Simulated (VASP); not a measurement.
# MgO (I4/mmm) in VASP: further runs

Runs on MgO. Level: LDA. Tasks: single point.

Program: VASP 6.6.1. These are calculated values, not measurements. Logs are shortened: lines on timing, memory, paths and dates and some standing lists are left out, and cuts for length are marked.

### 1 The cell of the first run

It takes space group I4/mmm (No. 139, tetragonal). The conventional cell has a = 2.882 Å, b = 2.882 Å, c = 4.210 Å, α = 90.00°, β = 90.00°, γ = 90.00°. Mg (site symmetry 4/mmm) has 6 O at 2.04 to 2.11 Å within 2.7 Å. O (site symmetry 4/mmm) has 6 Mg at 2.04 to 2.11 Å within 2.7 Å.

### 2 Single point, LDA (in-plane strain -0.02, then relaxed in part)

Input file INCAR:

```
SYSTEM = MgO
  ALGO = Normal
  EDIFF = 1E-7
  ENCUT = 520
  GGA = CA
  ISIF = 2
  ISMEAR = 0
  LASPH = .True.
  LCHARG = .False.
  LREAL = .False.
  LWAVE = .False.
  NBANDS = 11
  NELM = 100
  PREC = Accurate
  SIGMA = 0.01
```

Input file KPOINTS:

```
k-points
0
Gamma
  10 10 10
  0 0 0
```

Input file POSCAR:

```
MgO
1.0
    2.0380003711      2.0380003711      0.0000000000
   -2.0380003711      2.0380003711      0.0000000000
    0.0000000000      2.0380003711      2.1051963107
Mg O
1 1
Direct
    0.0000000000      0.0000000000      0.0000000000
    0.5000000000      0.5000000000      0.0000000000
```

Potentials or basis: VASP PAW LDA potentials, release 64 (Mg, O).

Run with:

```sh
> cat potpaw_LDA.64/Mg/POTCAR potpaw_LDA.64/O/POTCAR > POTCAR
> mpirun -np 1 vasp_std > vasp.out
```

OUTCAR:

```text
SYSTEM = MgO
   EDIFF = 1E-7
   ENCUT = 520
   GGA = CA
   ISIF = 2
   ISMEAR = 0
   LASPH = .True.
   LREAL = .False.
   NELM = 100
   PREC = Accurate

 ion  position               nearest neighbor table
   1  0.000  0.000  0.000-   2 2.04   2 2.04   2 2.04   2 2.04   2 2.11   2 2.11
   2  0.500  0.500  0.000-   1 2.04   1 2.04   1 2.04   1 2.04   1 2.11   1 2.11

  LATTYP: Found a body centered tetragonal cell.
 ALAT       =     2.8821677649
 C/A-ratio  =     1.4608423120

  Lattice vectors:

 A1 = (   2.0380003711,   0.0000000000,  -2.1051963107)
 A2 = (  -2.0380003711,   0.0000000000,  -2.1051963107)
 A3 = (   0.0000000000,   2.0380003711,   2.1051963107)

Analysis of symmetry for initial positions (statically):
=====================================================================
 Subroutine PRICEL returns:
 Original cell was already a primitive cell.

 Routine SETGRP: Setting up the symmetry group for a
 body centered tetragonal supercell.

 Subroutine GETGRP returns: Found 16 space group operations
 (whereof 16 operations were pure point group operations)
 out of a pool of 16 trial point group operations.

The static configuration has the point symmetry D_4h.

Analysis of symmetry for dynamics (positions and initial velocities):
=====================================================================
 Subroutine PRICEL returns:
 Original cell was already a primitive cell.

 Routine SETGRP: Setting up the symmetry group for a
 body centered tetragonal supercell.

 Subroutine GETGRP returns: Found 16 space group operations
 (whereof 16 operations were pure point group operations)
 out of a pool of 16 trial point group operations.

The dynamic configuration has the point symmetry D_4h.

 Subroutine INISYM returns: Found 16 space group operations
 (whereof 16 operations are pure point group operations),
 and found     1 'primitive' translations

----------------------------------------------------------------------------------------

                                     Primitive cell

  volume of cell :      17.4876

  direct lattice vectors                    reciprocal lattice vectors
     2.038000371  2.038000371  0.000000000     0.245338523  0.245338523 -0.237507541
    -2.038000371  2.038000371  0.000000000    -0.245338523  0.245338523 -0.237507541
     0.000000000  2.038000371  2.105196311     0.000000000  0.000000000  0.475015083

  length of vectors
     2.882167765  2.882167765  2.930067750     0.420466186  0.420466186  0.475015083

  position of ions in fractional coordinates (direct lattice)
     0.000000000  0.000000000  0.000000000
     0.500000000  0.500000000  0.000000000

  ion indices of the primitive-cell ions
   primitive index   ion index
                 1           1
                 2           2

----------------------------------------------------------------------------------------

 KPOINTS: k-points

Automatic generation of k-mesh.
 Grid dimensions read from file:
 generate k-points for:   10   10   10

 Generating k-lattice:

  Cartesian coordinates                     Fractional coordinates (reciprocal lattice)
     0.024533852  0.024533852 -0.023750754     0.100000000  0.000000000  0.000000000
    -0.024533852  0.024533852 -0.023750754     0.000000000  0.100000000  0.000000000
     0.000000000  0.000000000  0.047501508     0.000000000  0.000000000  0.100000000

  Length of vectors
     0.042046619  0.042046619  0.047501508

  Shift w.r.t. Gamma in fractional coordinates (k-lattice)
     0.000000000  0.000000000  0.000000000

 Subroutine IBZKPT returns following result:
 ===========================================

 Found    102 irreducible k-points:

 Following reciprocal coordinates:
            Coordinates               Weight
  0.000000  0.000000  0.000000      1.000000
  0.100000  0.000000  0.000000      8.000000
  0.200000  0.000000  0.000000      8.000000
  0.300000  0.000000  0.000000      8.000000
  0.400000  0.000000  0.000000      8.000000
  0.500000  0.000000  0.000000      4.000000
[... 16 lines left out ...]
  0.300000  0.300000  0.000000      8.000000
  0.400000  0.300000  0.000000     16.000000
 [... further k-points ...]
   k-points           NKPTS =    102   k-points in BZ     NKDIM =    102   number of bands    NBANDS=     11
   number of dos      NEDOS =    301   number of ions     NIONS =      2
   total plane-waves  NPLWV =  13824
   dimension x,y,z NGX =    24 NGY =   24 NGZ =   24
   dimension x,y,z NGXF=    48 NGYF=   48 NGZF=   48
   ions per type =               1   1
   NGX,Y,Z   is equivalent  to a cutoff of  13.84, 13.84, 13.62 a.u.
   NGXF,Y,Z  is equivalent  to a cutoff of  27.69, 27.69, 27.23 a.u.
 SYSTEM =  MgO
   PREC   = accura    normal or accurate (medium, high low for compatibility)
   ISTART =      0    job   : 0-new  1-cont  2-samecut
   ICHARG =      2    charge: 1-file 2-atom 10-const
   ISPIN  =      1    spin polarized calculation?
   LNONCOLLINEAR =      F non collinear calculations
   LSORBIT =      F    spin-orbit coupling
   LASPH  =      T    aspherical Exc in radial PAW
   ENCUT  =  520.0 eV  38.22 Ry    6.18 a.u.   5.36  5.36  5.45*2*pi/ulx,y,z
   NELM   =    100;   NELMIN=  2; NELMDL= -5     # of ELM steps
   EDIFF  = 0.1E-06   stopping-criterion for ELM
   LREAL  =      F    real-space projection
   EDIFFG = 0.1E-05   stopping-criterion for IOM
   NSW    =      0    number of steps for IOM
   IBRION =     -1    ionic relax: 0-MD 1-quasi-New 2-CG
   NFREE  =      0    steps in history (QN), initial steepest desc. (CG)
   ISIF   =      2    stress and relaxation
   ISYM   =      2    0-nonsym 1-usesym 2-fastsym
   POTIM  = 0.5000    time-step for ionic-motion
   TEBEG  =    0.0;   TEEND  =   0.0 temperature during run
   PSTRESS=    0.0 pullay stress
   NELECT =       8.0000    total number of electrons
   NUPDOWN=      -1.0000    fix difference up-down
   EMIN   =  10.00;   EMAX   =-10.00  energy-range for DOS
   EFERMI =   0.00;   METHOD = LEGACY
   ISMEAR =     0;   SIGMA  =   0.01  broadening in eV -4-tet -1-fermi 0-gaus
   EFERMI_NEDOS =   21; number of points for ismear=-14 and -15
   IALGO  =     38    algorithm
   IMIX   =      4    mixing-type and parameters
     AMIX     =   0.40;   BMIX     =  1.00
     AMIX_MAG =   1.60;   BMIX_MAG =  1.00
  volume/ion in A,a.u.               =       8.74        59.01
  Fermi-wavevector in a.u.,A,eV,Ry     =   1.261424  2.383746 21.649464  1.591191
  Thomas-Fermi vector in A             =   2.394884
   LORBIT       =      0    0 simple, 1 ext, 2 COOP (PROOUT), +10 PAW based schemes
   GGA     = CA    functional components
   LHFCALC =     F    Hartree Fock is set to
   AEXX    =    0.0000 exact exchange contribution
   IVDW    =     0    specifies the selected vdW correction
   LEPSILON=     F    determine dielectric tensor
   LRPA    =     F    only Hartree local field effects (RPA)
 non-spin polarized calculation
 Gauss-broadening in eV      SIGMA  =   0.01
  energy-cutoff  :      520.00
  volume of cell :       17.49
 maximum number of plane-waves:       491
 NGX is ok and might be reduce to    24
   NGX = 11   NGY = 11   NGZ = 11

 number of electron       7.9999999 magnetization

 Free energy of the ion-electron system (eV)
  ---------------------------------------------------
  ext. energy  EPLUGINS =         0.00000000
  ---------------------------------------------------
  free energy    TOTEN  =       -13.43150784 eV

  energy without entropy =      -13.43150784  energy(sigma->0) =      -13.43150784

 E-fermi :   3.5706     XC(G=0): -11.9128

 val. band max:        3.4376804466   @ k =   0.0000   0.0000   0.0000
 cond. band min:       8.7170057460   @ k =   0.0000   0.0000   0.0000
 fundamental gap:      5.2793252994
 Fermi energy:         3.5706305894

 k-point     1 :       0.0000    0.0000    0.0000
  band No.  band energies     occupation
      1     -13.9645      2.00000
      2       3.3785      2.00000
      3       3.3785      2.00000
      4       3.4377      2.00000
      5       8.7170      0.00000
      6      19.0511      0.00000
      7      19.4176      0.00000
      8      19.4176      0.00000
      9      23.4990      0.00000
     10      24.6878      0.00000
     11      25.7706      0.00000

 k-point     2 :       0.1000    0.0000    0.0000
  band No.  band energies     occupation
      1     -13.8416      2.00000
      2       2.7243      2.00000
      3       3.3076      2.00000
      4       3.3349      2.00000
      5       9.3317      0.00000
      6      18.0428      0.00000
      7      19.4310      0.00000
      8      19.6895      0.00000
      9      24.0767      0.00000
     10      25.0494      0.00000
     11      25.2480      0.00000

 k-point     3 :       0.2000    0.0000    0.0000
  band No.  band energies     occupation
      1     -13.5011      2.00000
      2       1.3208      2.00000
      3       3.1206      2.00000
      4       3.1278      2.00000
      5      10.4937      0.00000
      6      16.5730      0.00000
      7      19.9284      0.00000
      8      20.3073      0.00000
      9      23.5287      0.00000
     10      24.2552      0.00000
     11      26.4088      0.00000

 k-point     4 :       0.3000    0.0000    0.0000
  band No.  band energies     occupation
      1     -13.0348      2.00000
      2      -0.1215      2.00000
      3       2.8715      2.00000
      4       2.9163      2.00000
      5      11.3199      0.00000
      6      16.0337      0.00000
      7      20.0437      0.00000
      8      20.6567      0.00000
      9      24.1243      0.00000
     10      24.5206      0.00000
     11      25.8230      0.00000
[... 239 lines left out ...]
 k-point    22 :      -0.2000    0.2000    0.0000
  band No.  band energies     occupation
      1     -13.3489      2.00000
      2       1.2562      2.00000
      3       2.7414      2.00000
      4       2.8663      2.00000
      5      11.1713      0.00000
      6      15.3732      0.00000
      7      20.5858      0.00000
      8      20.6391      0.00000
      9      20.8590      0.00000
     10      26.2520      0.00000
     11      29.8421      0.00000

 k-point    23 :       0.3000    0.3000    0.0000
  band No.  band energies     occupation
      1     -12.2666      2.00000
      2      -0.3292      2.00000
      3       0.5005      2.00000
      4       2.3960      2.00000
      5      13.8401      0.00000
      6      15.7726      0.00000
      7      16.9778      0.00000
      8      21.4022      0.00000
      9      23.5765      0.00000
     10      25.4079      0.00000
     11      31.1981      0.00000

 k-point    24 :       0.4000    0.3000    0.0000
  band No.  band energies     occupation
      1     -12.1478      2.00000
      2      -0.4557      2.00000
      3       0.5124      2.00000
      4       2.2060      2.00000
      5      13.6451      0.00000
      6      15.9492      0.00000
      7      16.5215      0.00000
      8      21.6161      0.00000
      9      22.6139      0.00000
     10      27.6467      0.00000
     11      31.5349      0.00000

 [... further k-points ...]
[... 5 lines left out ...]
  --------------------------------------------------------------------------------------
  -------------------------------------------------------------------------------------
  Total        0.7265650      0.7265650     -0.1871368      0.0000000      0.0000000      0.0000000
  in kB       66.5662291     66.5662291    -17.1450464      0.0000000      0.0000000      0.0000000
  external PRESSURE =      38.6624706 kB  Pullay stress =       0.0000000 kB

 VOLUME and BASIS-vectors are now :
 -----------------------------------------------------------------------------
  energy-cutoff  :      520.00
  volume of cell :       17.49
      direct lattice vectors                 reciprocal lattice vectors
     2.038000371  2.038000371  0.000000000     0.245338523  0.245338523 -0.237507541
    -2.038000371  2.038000371  0.000000000    -0.245338523  0.245338523 -0.237507541
     0.000000000  2.038000371  2.105196311     0.000000000  0.000000000  0.475015083

 POSITION                                       TOTAL-FORCE (eV/Angst)
 -----------------------------------------------------------------------------------
      0.00000      0.00000      0.00000         0.000000      0.000000      0.000000
      0.00000      2.03800      0.00000        -0.000000     -0.000000      0.000000
 -----------------------------------------------------------------------------------
    total drift:                                0.000000     -0.000000     -0.000000

  FREE ENERGIE OF THE ION-ELECTRON SYSTEM (eV)
  ---------------------------------------------------
  free  energy   TOTEN  =       -13.4315078396 eV

  energy  without entropy=      -13.4315078396  energy(sigma->0) =      -13.43150784
```

It took 8.2 s on 1 thread of Intel Xeon Platinum 8375C at 2.90GHz (Ice Lake), shared host; peak memory 0.14 GiB.

Results:

```yaml
Free_energy: -13.4315 eV
Pressure: 3.9 GPa
Band_gap_on_the_k_mesh: 5.28 eV, direct
```

Stress tensor (GPa, compression positive):
```
 6.66  0.00  0.00
 0.00  6.66  0.00
 0.00  0.00 -1.71
```

Caveat: the cell differs from its parent crystal (in-plane strain -0.02, then relaxed in part).

### 3 Single point, LDA (in-plane strain -0.02)

Input file INCAR:

```
SYSTEM = MgO
PREC = Accurate
ENCUT = 520
EDIFF = 1E-7
ISMEAR = 0
SIGMA = 0.01
LREAL = .False.
LASPH = .True.
NELM = 60
ALGO = Normal
ISIF = 2
LWAVE = .False.
LCHARG = .False.
NBANDS = 11
```

Input file KPOINTS:

```
regular mesh
0
Gamma
  10 10 10
  0 0 0
```

Edit POSCAR of step 2 so:

```diff
@@ -4,3 +4,3 @@
    -2.0380003711      2.0380003711      0.0000000000
-    0.0000000000      2.0380003711      2.1051963107
+    0.0000000000      2.0380003711      2.1045473220
 Mg O
```

Potentials or basis: VASP PAW LDA potentials, release 64 (Mg, O).

Run with:

```sh
> cat potpaw_LDA.64/Mg/POTCAR potpaw_LDA.64/O/POTCAR > POTCAR
> mpirun -np 1 vasp_std > vasp.out
```

Run time: 9.1 s. Hardware: 1 thread of Intel Xeon Platinum 8375C at 2.90GHz (Ice Lake), shared host; peak memory 0.13 GiB.

Results (log left out):

- Free energy: -13.4316 eV
- Pressure: 3.9 GPa
- Band gap on the k mesh: 5.28 eV, direct

Stress tensor (GPa, compression positive):
```
 6.69  0.00  0.00
 0.00  6.69  0.00
 0.00  0.00 -1.62
```

Levels at points of the mesh, in eV from the valence-band top:
| k point | band 2 | band 3 | band 4 | band 5 | band 6 | band 7 |
| --- | --- | --- | --- | --- | --- | --- |
| (0.00, 0.00, 0.00) | -0.06 | -0.06 | 0.00 | 5.28 | 15.62 | 15.98 |
| (0.50, 0.00, 0.00) | -5.04 | -0.83 | -0.75 | 8.11 | 13.11 | 16.30 |
| (0.50, 0.50, 0.00) | -4.43 | -1.66 | -1.45 | 8.80 | 10.38 | 13.71 |
| (0.00, 0.00, 0.50) | -4.56 | -1.40 | -1.40 | 9.14 | 10.47 | 13.28 |

Caveat: the cell differs from its parent crystal (in-plane strain -0.02).

### 4 Single point, LDA (film at in-plane strain -0.02)

Input file INCAR:

```
SYSTEM = MgO
  ALGO = Normal
  EDIFF = 1E-6
  ENCUT = 520
  ISIF = 2
  ISMEAR = 0
  LASPH = .TRUE.
  LCHARG = .TRUE.
  LELF = .TRUE.
  LREAL = .FALSE.
  LVHAR = .TRUE.
  LWAVE = .FALSE.
  NBANDS = 11
  NELM = 100
  PREC = Accurate
  SIGMA = 0.01
```

Input file KPOINTS:

```
k-points
0
G
  10 10 10
  0 0 0
```

Edit POSCAR of step 3 so:

```diff
@@ -4,3 +4,3 @@
    -2.0380003711      2.0380003711      0.0000000000
-    0.0000000000      2.0380003711      2.1045473220
+    0.0000000000      2.0380003711      2.1051963106
 Mg O
```

Run with:

```sh
> cat potpaw_LDA.64/Mg/POTCAR potpaw_LDA.64/O/POTCAR > POTCAR
> mpirun -np 1 vasp_std > vasp.out
```

It took 8.4 s on 1 thread of Intel Xeon Platinum 8375C at 2.90GHz (Ice Lake), shared host; peak memory 0.14 GiB.

The run converged. Its results:

| Property | Result |
| --- | --- |
| Free energy | -13.4315 eV |
| Pressure | 3.9 GPa |
| Band gap on the k mesh | 5.28 eV, direct |

Stress tensor (GPa, compression positive):
```
 6.67  0.00  0.00
 0.00  6.67  0.00
 0.00  0.00 -1.70
```

Levels at points of the mesh, in eV from the valence-band top:
| k point | band 1 | band 2 | band 3 | band 4 | band 5 | band 6 | band 7 | band 8 |
| --- | --- | --- | --- | --- | --- | --- | --- | --- |
| (0.00, 0.00, 0.00) | -17.40 | -0.06 | -0.06 | 0.00 | 5.28 | 15.61 | 15.98 | 15.98 |
| (0.50, 0.00, 0.00) | -15.87 | -5.04 | -0.83 | -0.75 | 8.11 | 13.10 | 16.30 | 17.04 |
| (0.50, 0.50, 0.00) | -15.54 | -4.43 | -1.66 | -1.45 | 8.80 | 10.38 | 13.71 | 19.15 |
| (0.00, 0.00, 0.50) | -15.65 | -4.56 | -1.40 | -1.40 | 9.14 | 10.46 | 13.27 | 19.88 |

Caveat: the cell differs from its parent crystal (film at in-plane strain -0.02).

### 5 Single point, LDA (in-plane strain -0.01, then relaxed in part)

Input file INCAR:

```
SYSTEM = MgO
PREC = Accurate
ENCUT = 520
EDIFF = 1E-7
ISMEAR = 0
SIGMA = 0.01
LREAL = .FALSE.
LASPH = .TRUE.
NELM = 100
ALGO = Normal
ISIF = 2
LWAVE = .FALSE.
LCHARG = .FALSE.
GGA = CA
NBANDS = 11
```

Input file KPOINTS:

```
regular mesh
0
G
  10 10 10
  0 0 0
```

Input file POSCAR:

```
MgO
1.0
    2.0587962933      2.0587962933      0.0000000000
   -2.0587962933      2.0587962933      0.0000000000
    0.0000000000      2.0587962933      2.0920697687
Mg O
1 1
Direct
    0.0000000000      0.0000000000      0.0000000000
    0.5000000000      0.5000000000      0.0000000000
```

Run with:

```sh
> cat potpaw_LDA.64/Mg/POTCAR potpaw_LDA.64/O/POTCAR > POTCAR
> mpirun -np 1 vasp_std > vasp.out
```

Wall time 8.6 s (1 thread of Intel Xeon Platinum 8375C at 2.90GHz (Ice Lake), shared host); peak memory 0.14 GiB.

It converged, with:

- Free energy: -13.4428 eV
- Pressure: 0.9 GPa
- Band gap on the k mesh: 5.16 eV, direct

Stress tensor (GPa, compression positive):
```
 2.22  0.00  0.00
 0.00  2.22  0.00
 0.00  0.00 -1.70
```

Levels at points of the mesh, in eV from the valence-band top:
```tsv
k point	band 1	band 2	band 3	band 4	band 5	band 6	band 7	band 8	band 9
(0.00, 0.00, 0.00)	-17.30	-0.03	-0.03	0.00	5.16	15.67	15.85	15.85	19.95
(0.50, 0.00, 0.00)	-15.81	-4.96	-0.77	-0.73	8.04	12.97	16.33	16.70	21.32
(0.50, 0.50, 0.00)	-15.51	-4.37	-1.54	-1.44	8.86	10.24	13.50	19.18	19.51
(0.00, 0.00, 0.50)	-15.56	-4.44	-1.42	-1.42	9.03	10.28	13.28	19.54	19.54
```

Caveat: the cell differs from its parent crystal (in-plane strain -0.01, then relaxed in part).
